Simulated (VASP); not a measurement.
MnHg: single point with PBE

MnHg:

```
CELL_PARAMETERS angstrom
3.28800 0.00000 0.00000
0.00000 3.28800 0.00000
0.00000 0.00000 3.31300
ATOMIC_POSITIONS crystal
Hg 0.00000 0.00000 0.00000
Mn 0.50000 0.50000 0.50000
```

* Program: VASP 6.6.1
* Task: single point
* Functional: PBE
* Potentials or basis: VASP PAW PBE potentials, release 64 (Hg, Mn_pv)
* Cutoff: 520 eV
* k mesh: 8 × 8 × 8
* Occupations: fermi-dirac, width 0.05 eV
* Spin: no spin polarisation
* Dipole correction: no
* Further INCAR settings: ALGO = Normal; EDIFF = 1e-06; NBANDS = 20

```
Pressure               : -13.3 GPa
Band gap on the k mesh : zero (an odd number of electrons rules out a gap without spin polarisation)
```

Levels at points of the mesh, in eV from the Fermi level:
```
           k point  band 10  band 11  band 12  band 13  band 14  band 15  band 16  band 17
(0.00, 0.00, 0.00)    -0.73    -0.71     0.27     0.27     0.28     5.71     5.93     5.93
(0.50, 0.00, 0.00)    -4.13    -1.06    -0.58    -0.54     0.08     0.78    10.99    11.18
(0.50, 0.50, 0.00)    -0.81    -0.81    -0.46     0.18     0.18     0.49     2.44     4.47
(0.00, 0.00, 0.50)    -4.16    -1.07    -0.54    -0.54     0.09     0.73    11.11    11.11
(0.50, 0.00, 0.50)    -0.86    -0.84    -0.49     0.18     0.19     0.47     2.41     4.40
(0.50, 0.50, 0.50)    -1.93    -1.93     0.50     0.51     1.08     5.40     5.40     5.46
```

It took 61 s on 1 thread of Oxide Virtual Turin-like Processor (shared host), peak memory 0.15 GiB.

Caveat: the cell stands under tension; spin-orbit coupling is left out, which moves the levels of the heavy elements; the run has no spin polarisation, though such a crystal can be magnetic. Spin polarisation is off, so any magnetic state and its effect on volume and gap are missing.
